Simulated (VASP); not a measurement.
# ZnS in VASP: a series of runs, part 2 of 2

VASP 6.6.1.

## 4. Single point, PBE (uniaxial x strain +2.2%)

Input file INCAR:

```
ALGO = Normal
EDIFF = 1E-6
ENCUT = 500
GGA = PE
GGA_COMPAT = F
ISIF = 2
ISMEAR = -1
LASPH = T
LCHARG = F
LREAL = F
LWAVE = F
NBANDS = 26
NELM = 120
PREC = Accurate
SIGMA = 0.02
```

Input file KPOINTS:

```
k-points
0
Gamma
  12 12 4
```

Input file POSCAR:

```
ZnS
1.0
    3.8906929190      0.0000000000      0.0000000000
   -1.9453464595      3.2956170835      0.0000000000
    0.0000000000      0.0000000000      6.2439930788
Zn S
2 2
Direct
    0.3334357879      0.6668715758     -0.0006210166
    0.6665642121      0.3331284242      0.4993789834
    0.3304266206      0.6608532412      0.3756210166
    0.6695733794      0.3391467588      0.8756210166
```

Potentials or basis: VASP PAW PBE potentials, release 64 (Zn, S).

Run with:

```
> cat potpaw_PBE.64/Zn/POTCAR potpaw_PBE.64/S/POTCAR > POTCAR
> mpirun -np 1 vasp_std > vasp.out
```

OUTCAR:

```text
EDIFF = 1E-6
   ENCUT = 500
   GGA = PE
   ISIF = 2
   ISMEAR = -1
   LASPH = T
   LREAL = F
   NELM = 120
   PREC = Accurate

 ion  position               nearest neighbor table
   1  0.333  0.667  0.999-   4 2.35   3 2.35   4 2.36   4 2.36
   2  0.667  0.333  0.499-   3 2.35   4 2.35   3 2.36   3 2.36
   3  0.330  0.661  0.376-   2 2.35   1 2.35   2 2.36   2 2.36
   4  0.670  0.339  0.876-   1 2.35   2 2.35   1 2.36   1 2.36

  Warning from LATTYP: Monoclinic adjustment (A1->A3, A2->A1, A3->A2)!
  LATTYP: Found a base centered orthorhombic cell.
 ALAT       =     3.8906929190
 B/A-ratio  =     1.6941029025
 C/A-ratio  =     1.6048537391

  Lattice vectors:

 A1 = (   1.9453464595,  -3.2956170835,   0.0000000000)
 A2 = (   1.9453464595,   3.2956170835,   0.0000000000)
 A3 = (   0.0000000000,   0.0000000000,   6.2439930788)

Analysis of symmetry for initial positions (statically):
=====================================================================
 Subroutine PRICEL returns:
 Original cell was already a primitive cell.

 Routine SETGRP: Setting up the symmetry group for a
 base centered orthorhombic supercell.

 Subroutine GETGRP returns: Found  4 space group operations
 (whereof  2 operations were pure point group operations)
 out of a pool of  8 trial point group operations.

The static configuration has the point symmetry C_1h.
 The point group associated with its full space group is C_2v.

Analysis of symmetry for dynamics (positions and initial velocities):
=====================================================================
 Subroutine PRICEL returns:
 Original cell was already a primitive cell.

 Routine SETGRP: Setting up the symmetry group for a
 base centered orthorhombic supercell.

 Subroutine GETGRP returns: Found  4 space group operations
 (whereof  2 operations were pure point group operations)
 out of a pool of  8 trial point group operations.

The dynamic configuration has the point symmetry C_1h.
 The point group associated with its full space group is C_2v.

 Subroutine INISYM returns: Found  4 space group operations
 (whereof  2 operations are pure point group operations),
 and found     1 'primitive' translations

----------------------------------------------------------------------------------------

                                     Primitive cell

  volume of cell :      80.0619

  direct lattice vectors                    reciprocal lattice vectors
     3.890692919  0.000000000  0.000000000     0.257023626  0.151716655  0.000000000
    -1.945346460  3.295617083  0.000000000     0.000000000  0.303433310  0.000000000
     0.000000000  0.000000000  6.243993079     0.000000000  0.000000000  0.160153925

  length of vectors
     3.890692919  3.826939353  6.243993079     0.298461199  0.303433310  0.160153925

  position of ions in fractional coordinates (direct lattice)
     0.333435788  0.666871576  0.999378983
     0.666564212  0.333128424  0.499378983
     0.330426621  0.660853241  0.375621017
     0.669573379  0.339146759  0.875621017

  ion indices of the primitive-cell ions
   primitive index   ion index
                 1           1
                 2           2
                 3           3
                 4           4

----------------------------------------------------------------------------------------

 KPOINTS: k-points

Automatic generation of k-mesh.
 Grid dimensions read from file:
 generate k-points for:   12   12    4

 Generating k-lattice:

  Cartesian coordinates                     Fractional coordinates (reciprocal lattice)
     0.021418635  0.012643055  0.000000000     0.083333333  0.000000000  0.000000000
     0.000000000  0.025286109  0.000000000     0.000000000  0.083333333  0.000000000
     0.000000000  0.000000000  0.040038481     0.000000000  0.000000000  0.250000000

  Length of vectors
     0.024871767  0.025286109  0.040038481

  Shift w.r.t. Gamma in fractional coordinates (k-lattice)
     0.000000000  0.000000000  0.000000000

 Subroutine IBZKPT returns following result:
 ===========================================

 Found    129 irreducible k-points:

 Following reciprocal coordinates:
            Coordinates               Weight
  0.000000  0.000000  0.000000      1.000000
  0.083333 -0.000000  0.000000      4.000000
  0.166667 -0.000000  0.000000      4.000000
  0.250000  0.000000  0.000000      4.000000
  0.333333  0.000000  0.000000      4.000000
  0.416667 -0.000000  0.000000      4.000000
[... 16 lines left out ...]
  0.333333  0.166667  0.000000      4.000000
  0.416667  0.166667  0.000000      4.000000
 [... further k-points ...]
   k-points           NKPTS =    129   k-points in BZ     NKDIM =    129   number of bands    NBANDS=     26
   number of dos      NEDOS =    301   number of ions     NIONS =      4
   total plane-waves  NPLWV =  37632
   dimension x,y,z NGX =    28 NGY =   28 NGZ =   48
   dimension x,y,z NGXF=    56 NGYF=   56 NGZF=   96
   ions per type =               2   2
   NGX,Y,Z   is equivalent  to a cutoff of  11.96, 12.16, 12.78 a.u.
   NGXF,Y,Z  is equivalent  to a cutoff of  23.93, 24.33, 25.56 a.u.
 SYSTEM =  unknown system
   PREC   = accura    normal or accurate (medium, high low for compatibility)
   ISTART =      0    job   : 0-new  1-cont  2-samecut
   ICHARG =      2    charge: 1-file 2-atom 10-const
   ISPIN  =      1    spin polarized calculation?
   LNONCOLLINEAR =      F non collinear calculations
   LSORBIT =      F    spin-orbit coupling
   LASPH  =      T    aspherical Exc in radial PAW
   ENCUT  =  500.0 eV  36.75 Ry    6.06 a.u.   7.09  6.98 11.38*2*pi/ulx,y,z
   NELM   =    120;   NELMIN=  2; NELMDL= -5     # of ELM steps
   EDIFF  = 0.1E-05   stopping-criterion for ELM
   LREAL  =      F    real-space projection
   EDIFFG = 0.1E-04   stopping-criterion for IOM
   NSW    =      0    number of steps for IOM
   IBRION =     -1    ionic relax: 0-MD 1-quasi-New 2-CG
   NFREE  =      0    steps in history (QN), initial steepest desc. (CG)
   ISIF   =      2    stress and relaxation
   ISYM   =      2    0-nonsym 1-usesym 2-fastsym
   POTIM  = 0.5000    time-step for ionic-motion
   TEBEG  =    0.0;   TEEND  =   0.0 temperature during run
   PSTRESS=    0.0 pullay stress
   NELECT =      36.0000    total number of electrons
   NUPDOWN=      -1.0000    fix difference up-down
   EMIN   =  10.00;   EMAX   =-10.00  energy-range for DOS
   EFERMI =   0.00;   METHOD = LEGACY
   ISMEAR =    -1;   SIGMA  =   0.02  broadening in eV -4-tet -1-fermi 0-gaus
   EFERMI_NEDOS =   21; number of points for ismear=-14 and -15
   IALGO  =     38    algorithm
   IMIX   =      4    mixing-type and parameters
     AMIX     =   0.40;   BMIX     =  1.00
     AMIX_MAG =   1.60;   BMIX_MAG =  1.00
  volume/ion in A,a.u.               =      20.02       135.07
  Fermi-wavevector in a.u.,A,eV,Ry     =   1.254200  2.370095 21.402220  1.573019
  Thomas-Fermi vector in A             =   2.388017
   LORBIT       =      0    0 simple, 1 ext, 2 COOP (PROOUT), +10 PAW based schemes
   GGA     = PE    functional components
   LHFCALC =     F    Hartree Fock is set to
   AEXX    =    0.0000 exact exchange contribution
   IVDW    =     0    specifies the selected vdW correction
   LEPSILON=     F    determine dielectric tensor
   LRPA    =     F    only Hartree local field effects (RPA)
 non-spin polarized calculation
  energy-cutoff  :      500.00
  volume of cell :       80.06
 maximum number of plane-waves:      2050
   NGX = 15   NGY = 13   NGZ = 23

 number of electron      35.9999996 magnetization

 Free energy of the ion-electron system (eV)
  ---------------------------------------------------
  ext. energy  EPLUGINS =         0.00000000
  ---------------------------------------------------
  free energy    TOTEN  =       -13.68570497 eV

  energy without entropy =      -13.68570497  energy(sigma->0) =      -13.68570497

 E-fermi :   2.4197     XC(G=0):  -9.5553

 val. band max:        2.0164143519   @ k =   0.0000   0.0000   0.0000
 cond. band min:       4.1161347438   @ k =   0.0000   0.0000   0.0000
 fundamental gap:      2.0997203918
 Fermi energy:         2.4196523695

 k-point     1 :       0.0000    0.0000    0.0000
  band No.  band energies     occupation
      1     -11.0741      2.00000
      2     -10.1502      2.00000
      3      -4.2914      2.00000
      4      -4.2889      2.00000
      5      -4.2790      2.00000
      6      -4.2109      2.00000
[... 18 lines left out ...]
     25       9.6989      0.00000
     26      11.2342      0.00000
[... 644 lines left out ...]
      4      -4.1620      2.00000
      5      -4.0272      2.00000
      6      -3.9856      2.00000
[... 18 lines left out ...]
     25      11.0757      0.00000
     26      12.2537      0.00000

 [... further k-points ...]
[... 5 lines left out ...]
  --------------------------------------------------------------------------------------
  -------------------------------------------------------------------------------------
  Total       -0.1508779      0.5518337      0.7143254      0.0000000      0.0000000      0.0000000
  in kB       -3.0193273     11.0431431     14.2948816      0.0000000      0.0000000      0.0000000
  external PRESSURE =       7.4395658 kB  Pullay stress =       0.0000000 kB

 VOLUME and BASIS-vectors are now :
 -----------------------------------------------------------------------------
  energy-cutoff  :      500.00
  volume of cell :       80.06
      direct lattice vectors                 reciprocal lattice vectors
     3.890692919  0.000000000  0.000000000     0.257023626  0.151716655  0.000000000
    -1.945346460  3.295617083  0.000000000     0.000000000  0.303433310  0.000000000
     0.000000000  0.000000000  6.243993079     0.000000000  0.000000000  0.160153925

 POSITION                                       TOTAL-FORCE (eV/Angst)
 -----------------------------------------------------------------------------------
      0.00000      2.19775      6.24012         0.000000     -0.002281     -0.002584
      1.94535      1.09786      3.11812        -0.000000      0.002281     -0.002584
      0.00000      2.17792      2.34538         0.000000     -0.004714      0.002584
      1.94535      1.11770      5.46737         0.000000      0.004714      0.002584
 -----------------------------------------------------------------------------------
    total drift:                                0.000000      0.000000     -0.000431

  FREE ENERGIE OF THE ION-ELECTRON SYSTEM (eV)
  ---------------------------------------------------
  free  energy   TOTEN  =       -13.6857049747 eV

  energy  without entropy=      -13.6857049747  energy(sigma->0) =      -13.68570497
```

stdout:

```text
POSCAR found type information on POSCAR ZnS
 POSCAR found :  2 types and       4 ions
 scaLAPACK will be used
 LDA part: xc-table for (Slater+PW92), standard interpolation
 POSCAR, INCAR and KPOINTS ok, starting setup
 FFT: planning ... GRIDC
 FFT: planning ... GRID_SOFT
 FFT: planning ... GRID
 WAVECAR not read
 entering main loop
```

Run time: 4.9 min. Hardware: 1 thread of Oxide Virtual Turin-like, shared host; peak memory 0.3 GiB.

What came out:

| Quantity | Value |
| --- | --- |
| Free energy | -13.6857 eV |
| Pressure | 0.7 GPa |
| Largest force | 0.005 eV/Å |
| Band gap on the k mesh | 2.10 eV |

Forces in eV/Å, atoms in the order of the input:
```
Zn   0.000 -0.002 -0.003
Zn   0.000  0.002 -0.003
S    0.000 -0.005  0.003
S    0.000  0.005  0.003
```

Stress tensor (GPa, compression positive):
```
-0.30  0.00  0.00
 0.00  1.10  0.00
 0.00  0.00  1.43
```

Caveat: the cell differs from its parent crystal (uniaxial x strain +2.2%).

## 5. Single point, r2SCAN (uniaxial x strain +2.2%)

POSCAR is that of step 4.

Input file INCAR.step1:

```
PREC = Accurate
ENCUT = 550
ISMEAR = 0
SIGMA = 0.01
LREAL = False
LASPH = True
NELM = 120
NBANDS = 26
GGA = PE
ALGO = Normal
EDIFF = 1E-5
LWAVE = True
LCHARG = False
GGA_COMPAT = False
```

Input file INCAR.step2:

```
PREC = Accurate
ENCUT = 550
EDIFF = 1E-6
ISMEAR = 0
SIGMA = 0.01
LREAL = False
LASPH = True
NELM = 120
ALGO = Normal
ISIF = 2
LWAVE = False
LCHARG = True
METAGGA = R2SCAN
LMIXTAU = True
LELF = True
LVHAR = True
NBANDS = 26
ISTART = 1
GGA_COMPAT = False
```

Input file KPOINTS:

```
Automatic mesh
0
Gamma
  12 12 4
```

Run with:

```
> cat potpaw_PBE.64/Zn/POTCAR potpaw_PBE.64/S/POTCAR > POTCAR
> cp INCAR.step1 INCAR
> mpirun -np 1 vasp_std > vasp.out
> cp INCAR.step2 INCAR
> mpirun -np 1 vasp_std > vasp.out
```

It took 22 min on 1 thread of Oxide Virtual Turin-like, shared host; peak memory 0.34 GiB.

It converged, with:

```yaml
Free_energy: -37.7083 eV
Pressure: -1.5 GPa
Largest_force: 0.004 eV/Å
Band_gap_on_the_k_mesh: 2.67 eV
```

Forces in eV/Å, atoms in the order of the input:
```
Zn   0.000 -0.003 -0.003
Zn   0.000  0.003 -0.003
S    0.000  0.000  0.003
S    0.000  0.000  0.003
```

Stress tensor (GPa, compression positive):
```
-2.67  0.00  0.00
 0.00 -1.15  0.00
 0.00  0.00 -0.82
```

Levels at points of the mesh, in eV from the valence-band top:
```
           k point  band 14  band 15  band 16  band 17  band 18  band 19  band 20  band 21  band 22  band 23
(0.00, 0.00, 0.00)    -1.02    -0.88    -0.09    -0.07     0.00     2.67     3.44     6.63     6.86     7.17
(0.50, 0.00, 0.00)    -4.14    -3.28    -2.23    -1.69    -0.87     4.07     4.79     5.55     7.44     7.91
(0.00, 0.50, 0.00)    -4.05    -3.25    -2.41    -1.63    -1.01     3.80     4.54     5.40     7.22     8.08
(0.00, 0.00, 0.50)    -2.83    -0.58    -0.58    -0.46    -0.46     3.96     3.96     7.12     7.12     7.25
(0.50, 0.00, 0.50)    -4.90    -1.62    -1.62    -1.59    -1.59     3.99     3.99     5.67     5.67     9.40
(0.00, 0.50, 0.50)    -4.84    -1.76    -1.76    -1.61    -1.61     3.89     3.89     5.61     5.61     9.24
```

Caveat: the cell differs from its parent crystal (uniaxial x strain +2.2%); the PAW data sets were made with another functional, which shifts forces and pressure a little.

## 6. The runs side by side

```csv
level,cell,cutoff (eV),smearing,gap on the mesh (eV),pressure (GPa),largest force (eV/Å)
PBE,"a = 3.768, b = 3.768, c = 6.281 Å, angles 90.0, 90.0, 120.0°, 4 atoms, epitaxial xy strain -1.0%",500,fermi-dirac 0.02 eV,2.23,3.5,-
r2SCAN,"a = 3.768, b = 3.768, c = 6.281 Å, angles 90.0, 90.0, 120.0°, 4 atoms, epitaxial xy strain -1.0%",550,gaussian 0.01 eV,2.80,1.2,0.01
PBE,"a = 3.891, b = 3.827, c = 6.244 Å, angles 90.0, 90.0, 120.6°, 4 atoms, uniaxial x strain +2.2%",500,fermi-dirac 0.02 eV,2.10,0.7,0.01
r2SCAN,"a = 3.891, b = 3.827, c = 6.244 Å, angles 90.0, 90.0, 120.6°, 4 atoms, uniaxial x strain +2.2%",550,gaussian 0.01 eV,2.67,-1.5,-
```

Alike in all rows: task single point; potentials or basis VASP PAW PBE potentials, release 64 (Zn, S); no spin polarisation; k mesh 12 × 12 × 4.

Caveats: the PAW data sets were made with another functional, which shifts forces and pressure a little (at least some runs); the cell stands under pressure (at least some runs).

Absolute energies hang on the potentials; compare differences alone.
